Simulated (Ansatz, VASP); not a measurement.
# One calculation of AlCu5, two programs

```
CELL_PARAMETERS angstrom
4.89421 0.00000 0.00000
-2.44711 4.23851 0.00000
0.00000 0.00000 4.42166
ATOMIC_POSITIONS crystal
Al 0.00000 0.00000 0.50000
Cu 0.66053 0.00000 0.00000
Cu 0.00000 0.66053 0.00000
Cu 0.33947 0.33947 0.00000
Cu 0.33333 0.66667 0.50000
Cu 0.66667 0.33333 0.50000
```

Change from the starting cell: species swapped into the Hf5Sc type (P-62m, No. 189).

Alike in both runs: task relaxation of cell and atoms; functional PBE; k mesh 6 × 6 × 4; occupations gaussian, width 0.1 eV; no spin polarisation.

|  | VASP | Ansatz |
| --- | --- | --- |
| version | VASP 6.6.1 | Ansatz 0.2.0 |
| potentials or method | VASP PAW PBE potentials, release 64 (Al, Cu), cutoff 600 eV | scalar-relativistic, plane waves, PAW |
| valence electrons in the cell | 58 | 98 |

```csv
,VASP,Ansatz,Ansatz less VASP
"gap on the k mesh at the Fermi level, each at its own relaxed structure (eV)",none,none,-
relaxed volume (Å³/atom),12.36,12.32,-0.042
relaxed cell length with the largest relative difference (Å),4.246,4.238,-0.0084
```

A gap of «none» marks a metal or a gap that the smearing closes. VASP's potentials hold 58 valence electrons a cell and Ansatz's 98, so a difference there can come from the potentials and not from the codes.

Noted on VASP's run: the volume moved by over 15 % at a fixed basis, so the end points are rough.
